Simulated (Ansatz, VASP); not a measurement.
## In: VASP beside Ansatz

```
In
1.0
    -1.62615    1.69120    2.47395
     1.62615   -1.69120    2.47395
     1.62615    1.69120   -2.47395
In
1
Cartesian
  0.0000 0.0000 0.0000
```

Change from the starting cell: strain +0.0400 x Voigt [0, 1, 0, 0, 0, 0], atoms carried along.

Alike in both runs: task single point; functional PBEsol; k mesh 20 × 20 × 20; occupations gaussian, width 0.15 eV; no spin polarisation.

```csv
,VASP,Ansatz
version,VASP 6.6.1,Ansatz 0.2.0
potentials or method,"VASP PAW PBE potentials, release 64 (In_d), cutoff 520 eV","scalar-relativistic, plane waves, PAW"
valence electrons in the cell,13,13
```

```tsv
	VASP	Ansatz	Ansatz less VASP
gap on the k mesh at the Fermi level (eV)	none	none	-
pressure (GPa)	-2.3	-2.3	-0.03
traceless stress, the component that is largest in VASP (GPa)	-0.29	-0.29	0.000
```

VASP's potentials were made for PBE, not for PBEsol. A gap of «none» marks a metal or a gap that the smearing closes.
